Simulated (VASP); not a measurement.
CuI:

```
I Cu
1.0
     0.00000    3.03150    3.03150
     3.03150    0.00000    3.03150
     3.03150    3.03150    0.00000
I Cu
1 1
Cartesian
  0.0000 0.0000 0.0000
  4.5473 4.5473 4.5473
```

Program: VASP 6.6.1. Alike in all runs: task single point; potentials or basis VASP PAW PBE potentials, release 64 (I, Cu); no spin polarisation; cell as given; cutoff (eV) 520.

Q: Order these runs on this cell by their band gap on the k mesh, lowest first.
A. level revPBE; k mesh 8 × 8 × 8; smearing fermi-dirac 0.05 eV
B. level r2SCAN+D4; k mesh 8 × 8 × 8; smearing methfessel-paxton 0.05 eV
C. level PBE-based screened hybrid with 25 % exact exchange; k mesh 4 × 4 × 4; smearing fermi-dirac 0.05 eV; grid for exact exchange (PRECFOCK) Normal; share of exact exchange 0.25; screening parameter 0.20787 1/Å
D. level PBE-based screened hybrid with 35 % exact exchange; k mesh 4 × 4 × 4; smearing fermi-dirac 0.05 eV; grid for exact exchange (PRECFOCK) Normal; share of exact exchange 0.35; screening parameter 0.20787 1/Å
E. level PBEsol; k mesh 6 × 6 × 6; smearing fermi-dirac 0.1 eV

A: E (1.03 eV), A (1.24 eV), B (1.61 eV), C (2.59 eV), D (3.18 eV).

Caveats: some runs use coarse meshes; spin-orbit coupling is left out, which moves the levels of the heavy elements.
